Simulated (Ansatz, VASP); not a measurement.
## BaTiO3 in VASP and in Ansatz

File INCAR:

```
ALGO = Normal ; EDIFF = 1E-7
ENCUT = 520 ; GGA = PE
ISIF = 2 ; ISMEAR = -1
LASPH = T ; LCHARG = T
LELF = T ; LREAL = F
LVHAR = T ; LWAVE = F
NBANDS = 28 ; NELM = 100
PREC = Accurate ; SIGMA = 0.05
```

KPOINTS

```
k-points
0
Gamma
  7 7 7
```

The input POSCAR:

```
BaTiO3
1.0
    2.7894517434      1.6104907116      2.2864070727
   -2.7894517434      1.6104907116      2.2864070727
    0.0000000000     -3.2209814232      2.2864070727
Ba Ti O
1 1 3
Direct
    0.0334731600      0.9884685300      0.0018377600
    0.5061032600      0.5274847800      0.5372321600
    0.4862471500      0.4971470800      0.9711514600
    0.4740898700      0.9864150100      0.4720123700
    0.9787865600      0.4791845900      0.4964662400
```

File input.yaml:

```yaml
crystal:
  lattice:
    - [2.7894517434, 1.6104907116, 2.2864070727]
    - [-2.7894517434, 1.6104907116, 2.2864070727]
    - [0.0, -3.2209814232, 2.2864070727]
  atoms:
    - { symbol: Ba, position: [0.03347316, 0.98846853, 0.00183776] }
    - { symbol: Ti, position: [0.50610326, 0.52748478, 0.53723216] }
    - { symbol: O, position: [0.48624715, 0.49714708, 0.97115146] }
    - { symbol: O, position: [0.47408987, 0.98641501, 0.47201237] }
    - { symbol: O, position: [0.97878656, 0.47918459, 0.49646624] }
kpoints:
  mp_grid: { grid: [7, 7, 7] }
scf:
  occupations: { method: fermi_dirac, width: 0.05 }
hamiltonian:
  xc: pbe
  pseudopotentials: { kind: all_electron, lapw: { basis_error: 0.001 } }
output:
  forces: true
  stress: true
  eigenvalues: true
```

Change from the starting cell: volume scaled by 0.96.

Alike in both runs: task single point; functional PBE; k mesh 7 × 7 × 7; occupations fermi-dirac, width 0.05 eV; no spin polarisation.

|  | VASP | Ansatz |
| --- | --- | --- |
| version | VASP 6.6.1 | Ansatz 0.2.0 |
| potentials or method | VASP PAW PBE potentials, release 64 (Ba_sv, Ti_sv, O), cutoff 520 eV | all-electron LAPW, scalar-relativistic |

|  | VASP | Ansatz | Ansatz less VASP |
| --- | --- | --- | --- |
| gap on the k mesh at the Fermi level (eV) | 2.87 | 2.89 | +0.020 |
| least direct gap on the mesh (eV) | 3.41 | 3.42 | +0.014 |
| pressure (GPa) | 20.1 | 17.8 | -2.29 |
| traceless stress, the component that is largest in VASP (GPa) | -5.47 | -5.20 | +0.265 |
| rms of the force components (eV/Å) | 1.086 | 1.018 | -0.0682 |

Atom by atom the forces differ by 0.077 eV/Å (rms over components). Ansatz ran all-electron here, and VASP with PAW potentials.

Neither program's run includes spin-orbit coupling.
